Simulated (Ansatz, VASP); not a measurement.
**Two plane-wave programs on Nb**

Contents of INCAR:

```
PREC = Accurate
ENCUT = 520
EDIFF = 1E-7
ISMEAR = -1
SIGMA = 0.08
LREAL = F
LASPH = T
NELM = 150
ALGO = Normal
ISIF = 2
LWAVE = F
LCHARG = F
ISPIN = 2
MAGMOM = 4 0.5
LORBIT = 11
LMAXMIX = 4
GGA = PE
NBANDS = 24
```

File KPOINTS:

```
regular mesh
0
Gamma
  13 13 13
```

The input POSCAR:

```
Nb
1.0
    0.0000000000      2.4926632566      2.4926632566
    2.4926632566      0.0000000000      2.4926632566
    2.4926632566      2.4926632566      0.0000000000
Nb
2
Direct
   -0.1250000000     -0.1250000000     -0.1250000000
    0.1250000000      0.1250000000      0.1250000000
```

Input for Ansatz:

```yaml
crystal:
  lattice:
    - [0.0, 2.4926632566, 2.4926632566]
    - [2.4926632566, 0.0, 2.4926632566]
    - [2.4926632566, 2.4926632566, 0.0]
  atoms:
    - { symbol: Nb, position: [-0.125, -0.125, -0.125], spin: 4.0 }
    - { symbol: Nb, position: [0.125, 0.125, 0.125], spin: 0.5 }
kpoints:
  mp_grid: { grid: [13, 13, 13] }
scf:
  occupations: { method: fermi_dirac, width: 0.08 }
hamiltonian:
  xc: pbe
  pseudopotentials: { kind: paw, source: ansatz }
output:
  forces: true
  stress: true
  eigenvalues: true
  populations: true
  write_density: true
  write_potential: true
  elf: true
  volumetric_format: npy
magnetization:
  spin_polarized: true
```

Alike in both runs: task single point; functional PBE; k mesh 13 × 13 × 13; occupations fermi-dirac, width 0.08 eV; collinear spin.

|  | VASP | Ansatz |
| --- | --- | --- |
| version | VASP 6.6.1 | Ansatz 0.2.0 |
| potentials or method | VASP PAW PBE potentials, release 64 (Nb_sv) | PAW with Ansatz's default frozen-core files, scalar-relativistic |
| plane-wave cutoff (eV) | 520 | 708 |
| valence electrons in the cell | 26 | 26 |

```csv
,VASP,Ansatz,Ansatz less VASP
gap on the k mesh at the Fermi level (eV),none,none,-
net moment per atom (μB),0.00,0.00,0.000
```

A gap of «none» marks a metal or a gap that the smearing closes. With one functional, cell and mesh, what is left measures potentials, basis and numerics. Ansatz's warnings: seeded moment not kept.
